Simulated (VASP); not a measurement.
Wanted: the native input for a VASP 6.6.1 run.

| Item | Value |
| --- | --- |
| Task | single point |
| Functional | PBE |
| Potentials or basis | VASP PAW PBE potentials, release 64 (Mg, O) |
| Cutoff | 520 eV |
| k mesh | 14 × 14 × 14 |
| Occupations | gaussian, width 0.05 eV |
| Spin | no spin polarisation |
| Dipole correction | no |
| Further INCAR settings | ALGO = Normal; EDIFF = 1e-07; NBANDS = 11 |

The structure of MgO lies in POSCAR:

```
MgO
1.0
    2.6605670434      0.0000000000      0.0000000000
    0.0000000000      2.6605670434      0.0000000000
    0.0000000000      0.0000000000      2.6605670434
Mg O
1 1
Direct
    0.0000000000      0.0000000000      0.0000000000
    0.5000000000      0.5000000000      0.5000000000
```

One way to write it, as run:

INCAR

```
SYSTEM = MgO
ALGO = Normal
EDIFF = 1E-7
ENCUT = 520
GGA = PE
ISIF = 2
ISMEAR = 0
LASPH = .True.
LCHARG = .False.
LREAL = .False.
LWAVE = .False.
NBANDS = 11
NELM = 60
PREC = Accurate
SIGMA = 0.05
```

KPOINTS

```
k-points
0
Gamma
  14 14 14
  0 0 0
```

Potentials or basis: VASP PAW PBE potentials, release 64 (Mg, O).

Command:

```bash
$ cat potpaw_PBE.64/Mg/POTCAR potpaw_PBE.64/O/POTCAR > POTCAR
$ mpirun -np 1 vasp_std > vasp.out
```

Results of the run:

```yaml
Pressure: -0.8 GPa
Band_gap_on_the_k_mesh: 2.24 eV, indirect (least direct gap 3.21 eV)
```

Run time: 6.7 s on 1 thread of Intel(R) Xeon(R) 6975P-C (Granite Rapids), with other jobs on the host, peak memory 0.14 GiB.
